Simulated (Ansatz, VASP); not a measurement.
## One calculation of Mo6F, two programs

Contents of INCAR:

```
PREC = Accurate ; ENCUT = 520
EDIFF = 1E-7 ; ISMEAR = 0
SIGMA = 0.1 ; LREAL = F
LASPH = T ; NELM = 80
ALGO = Normal ; ISIF = 2
LWAVE = F ; LCHARG = T
LDIPOL = T ; IDIPOL = 3
DIPOL = 0.5 0.5 0.322 ; GGA = PE
IVDW = 12 ; LELF = T
LVHAR = T ; LVACPOTAV = T
NBANDS = 54
```

KPOINTS

```
Automatic mesh
0
Gamma
  6 6 1
```

Contents of POSCAR:

```
Mo6F
1.0
    4.4268425262      0.0000000000      0.0000000000
   -2.2134212631      3.8337580862      0.0000000000
    0.0000000000      0.0000000000     21.6689391331
Mo F
6 1
Direct
    0.6666666667      0.3333333333      0.1845960236
    0.3333333333      0.6666666667      0.2262974396
    0.0000000000      0.0000000000      0.2679988557
    0.6666666667      0.3333333333      0.3077476805
    0.3333333333      0.6666666667      0.3449667290
    0.0000000000      0.0000000000      0.3816033209
    0.0000000000      0.0000000000      0.5385099410
```

Input for Ansatz:

```yaml
crystal:
  lattice:
    - [4.4268425262, 0.0, 0.0]
    - [-2.2134212631, 3.8337580862, 0.0]
    - [0.0, 0.0, 21.6689391331]
  atoms:
    - { symbol: Mo, position: [0.6666666667, 0.3333333333, 0.1845960236] }
    - { symbol: Mo, position: [0.3333333333, 0.6666666667, 0.2262974396] }
    - { symbol: Mo, position: [0.0, 0.0, 0.2679988557] }
    - { symbol: Mo, position: [0.6666666667, 0.3333333333, 0.3077476805] }
    - { symbol: Mo, position: [0.3333333333, 0.6666666667, 0.344966729] }
    - { symbol: Mo, position: [0.0, 0.0, 0.3816033209] }
    - { symbol: F, position: [0.0, 0.0, 0.538509941] }
basis:
  ecutwfc: 420
kpoints:
  mp_grid: { grid: [6, 6, 1] }
hamiltonian:
  xc: pbe
  pseudopotentials: { kind: paw, azcp: { folder: soft_1 } }
  dispersion: d3bj
scf:
  occupations: { method: gaussian, width: 0.1 }
output:
  forces: true
  eigenvalues: true
efield:
  axis: 3
  dipole_correction: true
  ramp_width: 0.04
```

Alike in both runs: task single point; functional PBE; dispersion D3(BJ); k mesh 6 × 6 × 1; occupations gaussian, width 0.1 eV; no spin polarisation.

```csv
,VASP,Ansatz
version,VASP 6.6.1,Ansatz 0.2.0
potentials or method,"VASP PAW PBE potentials, release 64 (Mo_sv, F), cutoff 520 eV","scalar-relativistic, plane waves, PAW"
valence electrons in the cell,91,91
```

Ansatz gave:

```
gap on the k mesh at the Fermi level (eV)  : none
rms of the force components (eV/Å)         : 0.675
work function, face that differs most (eV) : 3.55
```

Question: Estimate VASP's values.

Answer: gap on the k mesh at the Fermi level (eV): none; rms of the force components (eV/Å): 0.683; work function, face that differs most (eV): 3.55.

Atom by atom the forces differ by 0.017 eV/Å (rms over components). A gap of «none» marks a metal or a gap that the smearing closes. Ansatz's warnings: dispersion switch in reach.
